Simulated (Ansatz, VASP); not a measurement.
**KF: VASP beside Ansatz**

```xyz
2
Lattice="-0.0556 2.5815 2.5815 2.5815 -0.0556 2.5815 2.5815 2.5815 -0.0556" Properties=species:S:1:pos:R:3 pbc="T T T"
K     0.0000    0.0000    0.0000
F     2.5537    2.5537    2.5537
```

Alike in both runs: task single point; functional LDA; k mesh 8 × 8 × 8; occupations gaussian, width 0.05 eV; no spin polarisation.

|  | VASP | Ansatz |
| --- | --- | --- |
| version | VASP 6.6.1 | Ansatz 0.2.0 |
| potentials or method | VASP PAW LDA potentials, release 64 (K_sv, F), cutoff 520 eV | scalar-relativistic, plane waves, PAW |
| valence electrons in the cell | 16 | 16 |

VASP gave:

| Property | Result |
| --- | --- |
| gap on the k mesh at the Fermi level (eV) | 6.14 |
| least direct gap on the mesh (eV) | 6.14 |
| pressure (GPa) | -1.1 |
| traceless stress, the component that is largest in VASP (GPa) | 0.28 |

Q: What did Ansatz give for the same quantities?

A: gap on the k mesh at the Fermi level (eV): 6.16; least direct gap on the mesh (eV): 6.16; pressure (GPa): -1.3; traceless stress, the component that is largest in VASP (GPa): 0.29.

LDA's correlation is that of Perdew and Zunger in VASP and of Perdew and Wang (1992) in Ansatz.
